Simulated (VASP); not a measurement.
AlGa7N8:

```
Al Ga N
1.0
     0.00000    0.00000   -5.14921
     3.16966    5.49002    0.00000
     3.16966   -5.49002    0.00000
Al Ga N
1 7 8
Direct
  0.00000 0.16667 0.33333
  0.00000 0.16667 0.83333
  0.00000 0.66667 0.33333
  0.00000 0.66667 0.83333
  0.50000 0.33333 0.66667
  0.50000 0.33333 0.16667
  0.50000 0.83333 0.66667
  0.50000 0.83333 0.16667
  0.62500 0.16667 0.33333
  0.62500 0.16667 0.83333
  0.62500 0.66667 0.33333
  0.62500 0.66667 0.83333
  0.12500 0.33333 0.66667
  0.12500 0.33333 0.16667
  0.12500 0.83333 0.66667
  0.12500 0.83333 0.16667
```

```yaml
Program: VASP 6.6.1
Task: relaxation of cell and atoms
Functional: PBEsol
Potentials_or_basis: VASP PAW PBE potentials, release 64 (Al, Ga_d, N)
Cutoff: 600 eV
k_mesh: 6 × 6 × 5
Occupations: gaussian, width 0.03 eV
Spin: no spin polarisation
```

At the start: pressure 0.8 GPa; volume 11.20 Å³/atom.

Problem. Where does the relaxation end?

Solution. Over 11 steps the energy falls by 5.0 meV/atom and the volume is 11.24 Å³/atom (+0.3 %); space group P3m1 (No. 156, to 0.1 Å) before and after.

The path:
| step | energy change (eV) | largest force (eV/Å) | pressure (GPa) | volume (Å³) |
| --- | --- | --- | --- | --- |
| 1 | 0.0000 | 0.8975 | 0.76 | 179.21 |
| 2 | -0.0692 | 0.2396 | -0.79 | 180.59 |
| 3 | -0.0718 | 0.2441 | -0.58 | 180.36 |
| 4 | -0.0789 | 0.0716 | 0.32 | 179.50 |
| 5 | -0.0794 | 0.0656 | 0.12 | 179.68 |
| 6 | -0.0800 | 0.0331 | -0.04 | 179.84 |
| 7 | -0.0801 | 0.0305 | -0.02 | 179.82 |
| 8 | -0.0801 | 0.0312 | -0.04 | 179.82 |
| 9 | -0.0801 | 0.0129 | 0.03 | 179.78 |
| 10 | -0.0801 | 0.0113 | 0.03 | 179.77 |
| 11 | -0.0801 | 0.0051 | -0.06 | 179.82 |

Final structure:
```xyz
16
Lattice="0.0000 0.0000 -5.1615 3.1713 5.4928 0.0000 3.1713 -5.4928 0.0000" Properties=species:S:1:pos:R:3 pbc="T T T"
Al    1.5856   -0.9155   -0.0082
Ga    3.1740   -3.6603   -0.0059
Ga    3.1685    1.8325   -0.0059
Ga    4.7569   -0.9186   -0.0059
Ga    3.1637   -1.8266   -2.5838
Ga    1.5856    0.9068   -2.5838
Ga    4.7569    0.9155   -2.5859
Ga    3.1788    3.6662   -2.5838
N     1.5856   -0.9155   -3.2699
N     3.1740   -3.6603   -3.2166
N     3.1686    1.8325   -3.2166
N     4.7569   -0.9186   -3.2166
N     3.1391   -1.8124   -0.6283
N     1.5856    0.8783   -0.6283
N     4.7569    0.9155   -0.6393
N     3.2034    3.6804   -0.6283
```

Caveat: the PAW data sets were made with another functional, which shifts forces and pressure a little.
